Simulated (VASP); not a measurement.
BiN:

```
Bi N
1.0
     3.98303    0.00000    0.00000
     0.00000    3.98303    0.00000
     0.00000    0.00000    4.83128
Bi N
2 2
Direct
  0.50000 0.00000 0.22547
  0.00000 0.50000 0.77453
  0.00000 0.00000 0.00000
  0.50000 0.50000 0.00000
```

| Quantity | Value |
| --- | --- |
| Program | VASP 6.6.1 |
| Task | relaxation of shape and atoms at fixed volume |
| Functional | PBEsol |
| Potentials or basis | VASP PAW PBE potentials, release 64 (Bi_d, N) |
| Cutoff | 600 eV |
| k mesh | 8 × 8 × 6 |
| Occupations | gaussian, width 0.05 eV |
| Spin | no spin polarisation |

At the start: pressure 2.2 GPa; volume 19.16 Å³/atom.

**Question.** How do energy, volume and symmetry change on relaxing?

**Answer.** Over 8 steps the energy falls by 2.5 meV/atom; space group P4/nmm (No. 129, to 0.1 Å) before and after.

The path:
```csv
step,energy change (eV),largest force (eV/Å),pressure (GPa),volume (Å³)
1,0.0000,0.3196,2.18,76.65
2,-0.0074,0.0524,1.14,76.65
3,-0.0081,0.0431,0.75,76.65
4,-0.0095,0.0082,0.59,76.65
5,-0.0099,0.0167,0.42,76.65
6,-0.0099,0.0177,0.42,76.65
7,-0.0099,0.0194,0.42,76.65
8,-0.0099,0.0057,0.34,76.65
```

Final structure:
```
Bi N
1.0
     4.01116    0.00000    0.00000
     0.00000    4.01116    0.00000
     0.00000    0.00000    4.76375
Bi N
2 2
Cartesian
  2.0056 0.0000 1.0960
  0.0000 2.0056 3.6678
  0.0000 0.0000 4.7637
  2.0056 2.0056 4.7637
```

Where two steps share one volume, the run began anew on that cell with a basis built for it.

Caveat: the PAW data sets were made with another functional, which shifts forces and pressure a little.
